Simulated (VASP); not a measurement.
Set up this calculation in VASP 6.6.1, as the native input.

* Task: single point
* Functional: PBE
* Potentials or basis: VASP PAW PBE potentials, release 64 (Si, C, O)
* Cutoff: 520 eV
* k mesh: 4 × 4 × 1
* Occupations: gaussian, width 0.05 eV
* Spin: no spin polarisation
* Dipole correction: yes
* Further INCAR settings: LREAL = Auto; ALGO = Normal; EDIFF = 1e-06; NBANDS = 52

The structure of Si16CO lies in POSCAR:

```
Si16CO
1.0
    7.7354121591      0.0000000000      0.0000000000
    0.0000000000      7.7354121591      0.0000000000
    0.0000000000      0.0000000000     22.1119221361
Si C O
16 1 1
Direct
    0.0000000000      0.2500000000      0.1808978874
    0.0000000000      0.7500000000      0.1808978874
    0.5000000000      0.2500000000      0.1808978874
    0.5000000000      0.7500000000      0.1808978874
    0.0000000000      0.0000000000      0.2427396662
    0.0000000000      0.5000000000      0.2427396662
    0.5000000000      0.0000000000      0.2427396662
    0.5000000000      0.5000000000      0.2427396662
    0.2500000000      0.0000000000      0.3062012287
    0.2500000000      0.5000000000      0.3062012287
    0.7500000000      0.0000000000      0.3062012287
    0.7500000000      0.5000000000      0.3062012287
    0.2500000000      0.2500000000      0.3668573942
    0.2500000000      0.7500000000      0.3668573942
    0.7500000000      0.2500000000      0.3668573942
    0.7500000000      0.7500000000      0.3668573942
    0.5000000000      0.7500000000      0.3257031248
    0.5918311799      0.8418311799      0.3519333185
```

These files were run (other wordings do the same):

INCAR

```
SYSTEM = Si16CO
PREC = Accurate
ENCUT = 520
EDIFF = 1E-6
ISMEAR = 0
SIGMA = 0.05
LREAL = Auto
LASPH = .True.
NELM = 60
ALGO = Normal
ISIF = 2
LWAVE = .False.
LCHARG = .False.
LDIPOL = .True.
IDIPOL = 3
DIPOL = 0.5 0.5 0.281
GGA = PE
NBANDS = 52
```

KPOINTS

```
regular mesh
0
Gamma
  4 4 1
  0 0 0
```

Potentials or basis: VASP PAW PBE potentials, release 64 (Si, C, O).

Command:

```bash
$ cat potpaw_PBE.64/Si/POTCAR potpaw_PBE.64/C/POTCAR potpaw_PBE.64/O/POTCAR > POTCAR
$ mpirun -np 1 vasp_std > vasp.out
```

It gave:

```json
{"Largest force": "15.663 eV/Å", "Band gap on the k mesh": "zero (bands 37 and 38 overlap by 0.21 eV)"}
```

Run time: 23 min on 1 thread of Intel(R) Xeon(R) Platinum 8375C CPU @ 2.90GHz (Ice Lake) (shared host), peak memory 1.4 GiB.
